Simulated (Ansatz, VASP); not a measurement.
**One calculation of ZnSe, two programs**

```
CELL_PARAMETERS angstrom
0.00000 2.86588 2.86588
2.86588 0.00000 2.86588
2.86588 2.86588 0.00000
ATOMIC_POSITIONS crystal
Zn 0.00000 0.00000 0.00000
Se 0.25000 0.25000 0.25000
```

Alike in both runs: functional PBE; k mesh 8 × 8 × 8; occupations gaussian, width 0.02 eV; no spin polarisation.

Ansatz relaxed the structure, and its values are those at the end. VASP's run is a single point on that final structure, the one shown.

|  | VASP | Ansatz |
| --- | --- | --- |
| version | VASP 6.6.1 | Ansatz 0.2.0 |
| potentials or method | VASP PAW PBE potentials, release 64 (Zn, Se), cutoff 520 eV | scalar-relativistic, plane waves, PAW |
| valence electrons in the cell | 18 | 28 |

VASP gave:

* gap on the k mesh at the Fermi level (eV): 1.16
* least direct gap on the mesh (eV): 1.16
* pressure (GPa): 0.2

Problem. Estimate Ansatz's values.

Solution. gap on the k mesh at the Fermi level (eV): 1.15; least direct gap on the mesh (eV): 1.15; pressure (GPa): 0.0.

VASP's potentials hold 18 valence electrons a cell and Ansatz's 28, so a difference there can come from the potentials and not from the codes.
